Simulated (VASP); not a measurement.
A run of VASP 6.6.1 is set up as follows.

Contents of INCAR:

```
ALGO = Normal ; EDIFF = 1E-8
ENCUT = 520 ; GGA = PS
ISIF = 2 ; ISMEAR = 0
LASPH = T ; LCHARG = F
LEPSILON = T ; LREAL = F
LWAVE = F ; NELM = 100
PREC = Accurate ; SIGMA = 0.01
```

The input KPOINTS:

```
k-points
0
Gamma
  8 8 8
```

POSCAR

```
MgS
1.0
    0.0000000000      2.8331200468      2.8331200468
    2.8331200468      0.0000000000      2.8331200468
    2.8331200468      2.8331200468      0.0000000000
S Mg
1 1
Direct
    0.2500000000      0.2500000000      0.2500000000
    0.0000000000      0.0000000000      0.0000000000
```

Potentials or basis: VASP PAW PBE potentials, release 64 (S, Mg).

The run is started by

```bash
$ cat potpaw_PBE.64/S/POTCAR potpaw_PBE.64/Mg/POTCAR > POTCAR
$ mpirun -np 1 vasp_std > vasp.out
```

Q: Estimate the electronic dielectric tensor (diagonal).

A: 4.12.

Q: What does it give for the Born charges (mean of the diagonal)?

A: S -1.90; Mg +1.90 e.

Q: What does it give for the band gap on the k mesh?

A: 3.29 eV, direct.

Born effective charge tensors (e):
atom 1, S
```
-1.90  0.00  0.00
 0.00 -1.90  0.00
 0.00  0.00 -1.90
```
atom 2, Mg
```
1.90 0.00 0.00
0.00 1.90 0.00
0.00 0.00 1.90
```

 As with any semilocal functional, this PBEsol gap is likely too small.
